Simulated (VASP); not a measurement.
A run of VASP 6.6.1 is set up as follows.

POSCAR

```
Zr
1.0
    0.0000000000      2.2550000000      2.2550000000
    2.2550000000      0.0000000000      2.2550000000
    2.2550000000      2.2550000000      0.0000000000
Zr
1
Direct
    0.0000000000      0.0000000000      0.0000000000
```

Contents of INCAR.step1:

```
PREC = Accurate
ENCUT = 520
ISMEAR = 0
SIGMA = 0.15
LREAL = False
LASPH = True
NELM = 80
NBANDS = 12
GGA = PE
ALGO = Normal
EDIFF = 1E-4
LWAVE = True
LCHARG = False
```

File INCAR.step2:

```
PREC = Accurate
ENCUT = 520
EDIFF = 1E-6
ISMEAR = 0
SIGMA = 0.15
LREAL = False
LASPH = True
NELM = 80
ALGO = Normal
ISIF = 2
LWAVE = False
LCHARG = False
METAGGA = R2SCAN
LMIXTAU = True
NBANDS = 12
ISTART = 1
```

KPOINTS

```
Automatic mesh
0
Gamma
  18 18 18
```

Potentials or basis: VASP PAW PBE potentials, release 64 (Zr_sv).

Run with:

```console
$ cat potpaw_PBE.64/Zr_sv/POTCAR > POTCAR
$ cp INCAR.step1 INCAR
$ mpirun -np 1 vasp_std > vasp.out
$ cp INCAR.step2 INCAR
$ mpirun -np 1 vasp_std > vasp.out
```

Question: What does it give for the pressure?

Answer: 1.6 GPa.

Question: Predict the band gap on the k mesh.

Answer: Zero (bands 6 and 7 overlap by 1.75 eV).

Caveat: the PAW data sets were made with another functional, which shifts forces and pressure a little.
